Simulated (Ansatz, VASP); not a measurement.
## GaSb: VASP beside Ansatz

POSCAR

```
GaSb
1.0
   -1.5559010000      2.6750030000      2.8933130000
    1.5559010000     -2.6750030000      2.8933130000
    1.5559010000      2.6750030000     -2.8933130000
Sb Ga
1 1
Direct
    0.5000000000      0.5000000000      0.0000000000
    0.0000000000      0.0000000000      0.0000000000
```

The input INCAR.step1:

```
PREC = Accurate
ENCUT = 520
EDIFF = 1E-5
ISMEAR = -1
SIGMA = 0.05
LREAL = False
LASPH = True
NELM = 80
ALGO = Normal
ISIF = 2
LWAVE = True
LCHARG = False
GGA = PE
NBANDS = 16
```

The input INCAR.step2:

```
PREC = Accurate
ENCUT = 520
EDIFF = 1E-6
ISMEAR = -1
SIGMA = 0.05
LREAL = False
LASPH = True
NELM = 80
ALGO = Normal
ISIF = 2
LWAVE = False
LCHARG = False
GGA = PE
LHFCALC = True
AEXX = 0.25
HFSCREEN = 0.3
PRECFOCK = Normal
ISTART = 1
NBANDS = 16
```

Contents of KPOINTS:

```
Automatic mesh
0
Gamma
  5 5 5
```

The input input:

```
crystal:
  lattice:
    - [-1.555901, 2.675003, 2.893313]
    - [1.555901, -2.675003, 2.893313]
    - [1.555901, 2.675003, -2.893313]
  atoms:
    - { symbol: Sb, position: [0.5, 0.5, 0.0] }
    - { symbol: Ga, position: [0.0, 0.0, 0.0] }
hamiltonian:
  xc: { exchange: pbe, correlation: pbe, exx: { coeff: 0.25, omega: 0.3 } }
  pseudopotentials: { kind: paw }
kpoints:
  mp_grid: { grid: [5, 5, 5] }
  band_path:
    path:
      - [[0.0, 0.0, 0.0], [-0.322295804, 0.322295804, 0.322295804], [-0.2859924563, 0.2859924563, 0.3585991517], [0.0, 0.0, 0.5], [0.25, 0.25, 0.25], [0.0, 0.5, 0.0], [0.322295804, 0.677704196, -0.322295804], [0.5, 0.5, -0.5], [0.0, 0.0, 0.0], [0.4636966523, -0.4636966523, 0.4636966523], [0.5, 0.0, 0.0], [0.25, 0.25, 0.25]]
      - [[0.2859924563, -0.2859924563, 0.6414008483], [0.4636966523, -0.4636966523, 0.4636966523]]
      - [[0.5363033477, 0.4636966523, -0.4636966523], [0.5, 0.5, -0.5]]
    npoints: 4
scf:
  occupations: { method: fermi_dirac, width: 0.05 }
  n_extra_bands: 6
output:
  forces: true
  stress: true
  eigenvalues: true
  fatbands: false
```

Alike in both runs: functional PBE-based screened hybrid with a share of 0.25 of exact exchange and HFSCREEN = 0.3; k mesh 5 × 5 × 5; occupations fermi-dirac, width 0.05 eV; no spin polarisation.

```csv
,VASP,Ansatz
version,VASP 6.6.1,Ansatz 0.2.0
potentials or method,"VASP PAW PBE potentials, release 64 (Sb, Ga_d)",Ansatz PAW
plane-wave cutoff (eV),520,420
valence electrons in the cell,18,28
task,single point,band structure
```

Ansatz gave:

| Item | Value |
| --- | --- |
| gap on the k mesh at the Fermi level (eV) | none |
| pressure (GPa) | -1.5 |
| traceless stress, the component that is largest in VASP (GPa) | 2.98 |

Task: Estimate VASP's values.

Result: gap on the k mesh at the Fermi level (eV): none; pressure (GPa): -2.0; traceless stress, the component that is largest in VASP (GPa): 2.86.

VASP's potentials were made for PBE, not for PBE-based screened hybrid. A gap of «none» marks a metal or a gap that the smearing closes. With one functional, cell and mesh, what is left measures potentials, basis and numerics. VASP's potentials hold 18 valence electrons a cell and Ansatz's 28, so a difference there can come from the potentials and not from the codes.

The k mesh is coarse, so the values compare programs but aren't converged. Neither program's run includes spin-orbit coupling.
